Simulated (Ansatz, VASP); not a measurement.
**KF in VASP and in Ansatz**

The input INCAR:

```
ALGO     = Normal         # electronic algorithm
EDIFF    = 1E-6           # SCF threshold, eV
ENCUT    = 520            # plane-wave cutoff, eV
GGA      = PE             # functional
ISIF     = 2              # what is computed and relaxed
ISMEAR   = -1             # smearing method
LASPH    = True           # aspherical terms in the spheres
LCHARG   = False          # write CHGCAR
LREAL    = False          # projectors in reciprocal space
LWAVE    = False          # write WAVECAR
NBANDS   = 15             # bands
NELM     = 80             # most SCF steps
PREC     = Accurate       # precision mode
SIGMA    = 0.02           # smearing width, eV
```

KPOINTS

```
k-points
0
Gamma
  8 8 8
```

POSCAR

```
KF
1.0
   -0.0332370071      2.6589605711      2.6589605711
    2.6589605711     -0.0332370071      2.6589605711
    2.6257235639      2.6257235639      0.0000000000
K F
1 1
Direct
    0.0000000000      0.0000000000      0.0000000000
    0.5000000000      0.5000000000      0.5000000000
```

Input for Ansatz:

```yaml
crystal:
  lattice:
    - [-0.0332370071, 2.6589605711, 2.6589605711]
    - [2.6589605711, -0.0332370071, 2.6589605711]
    - [2.6257235639, 2.6257235639, 0.0]
  atoms:
    - { symbol: K, position: [0.0, 0.0, 0.0] }
    - { symbol: F, position: [0.5, 0.5, 0.5] }
kpoints:
  mp_grid: { grid: [8, 8, 8] }
  band_path:
    path:
      - [0.0, 0.0, 0.0]
      - [0.5, 0.0, 0.5]
      - [0.625, 0.25, 0.625]
      - [0.375, 0.375, 0.75]
      - [0.5, 0.5, 0.5]
      - [0.5, 0.25, 0.75]
    npoints: 1
hamiltonian:
  xc: pbe
scf:
  occupations: { method: fermi_dirac, width: 0.02 }
  n_extra_bands: 4
output:
  forces: true
  stress: true
  eigenvalues: true
```

Change from the starting cell: shear_xy strain -2.5%.

Alike in both runs: task single point; functional PBE; k mesh 8 × 8 × 8; occupations fermi-dirac, width 0.02 eV; no spin polarisation.

|  | VASP | Ansatz |
| --- | --- | --- |
| version | VASP 6.6.1 | Ansatz 0.2.0 |
| potentials or method | VASP PAW PBE potentials, release 64 (K_sv, F) | plane waves, PAW |
| plane-wave cutoff (eV) | 520 | 420 |
| valence electrons in the cell | 16 | 16 |

|  | VASP | Ansatz | Ansatz less VASP |
| --- | --- | --- | --- |
| gap on the k mesh at the Fermi level (eV) | 6.23 | 6.25 | +0.017 |
| pressure (GPa) | 2.0 | 1.9 | -0.05 |
| traceless stress, the component that is largest in VASP (GPa) | 0.32 | 0.32 | +0.004 |

The functional is the same, so the differences come from potentials, cutoffs and numerics.
